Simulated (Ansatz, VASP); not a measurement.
One calculation of TiO, two programs

File INCAR:

```
SYSTEM = TiO
PREC     = Accurate       ! precision mode
ENCUT    = 520            ! plane-wave cutoff, eV
EDIFF    = 1E-6           ! SCF threshold, eV
ISMEAR   = 0              ! smearing method
SIGMA    = 0.5            ! smearing width, eV
LREAL    = .False.        ! projectors in reciprocal space
LASPH    = .True.         ! aspherical terms in the spheres
NELM     = 100            ! most SCF steps
ALGO     = Normal         ! electronic algorithm
ISIF     = 2              ! what is computed and relaxed
LWAVE    = .False.        ! write WAVECAR
LCHARG   = .False.        ! write CHGCAR
GGA      = PS             ! functional
NBANDS   = 16             ! bands
```

KPOINTS

```
Automatic mesh
0
Gamma
  18 18 14
  0 0 0
```

The input POSCAR:

```
TiO
1.0
    3.0309987015      0.0000000000      0.0000000000
   -1.5154993507      2.6249218743      0.0000000000
    0.0000000000      0.0000000000      3.2377000000
Ti O
1 1
Direct
    0.6666666667      0.3333333333      0.0000000000
    0.0000000000      0.0000000000      0.5000000000
```

Input for Ansatz:

```yaml
crystal:
  lattice:
    - [3.0309987015, 0.0, 0.0]
    - [-1.5154993507, 2.6249218743, 0.0]
    - [0.0, 0.0, 3.2377]
  atoms:
    - { symbol: Ti, position: [0.6666666667, 0.3333333333, 0.0] }
    - { symbol: O, position: [0.0, 0.0, 0.5] }
basis:
  ecutwfc: 420
kpoints:
  mp_grid: { grid: [18, 18, 14] }
hamiltonian:
  xc: pbesol
scf:
  occupations: { method: gaussian, width: 0.5 }
output:
  forces: true
  stress: true
  eigenvalues: true
```

Alike in both runs: task single point; functional PBEsol; k mesh 18 × 18 × 14; occupations gaussian, width 0.5 eV; no spin polarisation.

|  | VASP | Ansatz |
| --- | --- | --- |
| version | VASP 6.6.1 | Ansatz 0.2.0 |
| potentials or method | VASP PAW PBE potentials, release 64 (Ti_sv, O), cutoff 520 eV | scalar-relativistic, plane waves, PAW |
| valence electrons in the cell | 18 | 18 |

|  | VASP | Ansatz | Ansatz less VASP |
| --- | --- | --- | --- |
| pressure (GPa) | -39.7 | -39.8 | -0.13 |
| traceless stress, the component that is largest in VASP (GPa) | -13.23 | -13.18 | +0.051 |

VASP's potentials were made for PBE, not for PBEsol. Both programs put the cell under strong tension, so it lies far from rest at this level.

Noted on VASP's run: the cell as given lies far from equilibrium.
